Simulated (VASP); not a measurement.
# SiNi: single point with PBE

SiNi:

```
CELL_PARAMETERS angstrom
2.98571 0.00000 0.00000
0.00000 3.22926 0.00000
0.00000 0.00000 4.63427
ATOMIC_POSITIONS crystal
Si 0.50000 0.50000 0.84230
Si 0.00000 0.00000 0.15770
Ni 0.50000 0.50000 0.34422
Ni 0.00000 0.00000 0.65578
```

This cell differs from its parent crystal: volume scaled by 0.96.

* Program: VASP 6.6.1
* Task: single point
* Functional: PBE
* Potentials or basis: VASP PAW PBE potentials, release 64 (Si, Ni)
* Cutoff: 520 eV
* k mesh: 11 × 10 × 7
* Occupations: fermi-dirac, width 0.05 eV
* Spin: collinear spin, ferromagnetic start
* Starting moments: [0.0, 0.0, 1.5, 1.5] μB

```yaml
Pressure: 9.5 GPa
Largest_force: 0.192 eV/Å
Band_gap_on_the_k_mesh: zero (filled and empty bands overlap)
Net_moment: 0.00 μB per cell
Valence_electrons_inside_the_program's_atomic_spheres: Si 1.63; Ni 9.62
```

Forces on the atoms (eV/Å):
```
Si   0.000  0.000  0.192
Si   0.000  0.000 -0.192
Ni   0.000  0.000 -0.024
Ni   0.000  0.000  0.024
```

Stress tensor (GPa, compression positive):
```
 7.80  0.00  0.00
 0.00  8.63  0.00
 0.00  0.00 12.13
```

Levels at points of the mesh, in eV from the Fermi level:
Spin up:
| k point | band 10 | band 11 | band 12 | band 13 | band 14 | band 15 | band 16 | band 17 | band 18 | band 19 |
| --- | --- | --- | --- | --- | --- | --- | --- | --- | --- | --- |
| (0.00, 0.00, 0.00) | -2.69 | -2.41 | -2.03 | -2.02 | -1.10 | 0.81 | 3.17 | 5.22 | 5.58 | 7.08 |
| (0.00, 0.50, 0.00) | -2.75 | -2.31 | -2.31 | -2.14 | -2.14 | 1.36 | 1.36 | 4.75 | 4.75 | 7.67 |
Spin down:
```csv
k point,band 12,band 13,band 14,band 15,band 16,band 17
"(0.00, 0.00, 0.00)",-2.03,-2.02,-1.10,0.81,3.17,5.22
"(0.00, 0.50, 0.00)",-2.31,-2.14,-2.14,1.36,1.36,4.75
```

Run time: 8.9 min on 1 thread of AMD EPYC 7R13, with other jobs on the host, peak memory 0.32 GiB.

Caveat: the starting moments collapsed, and a magnetic state may lie lower.
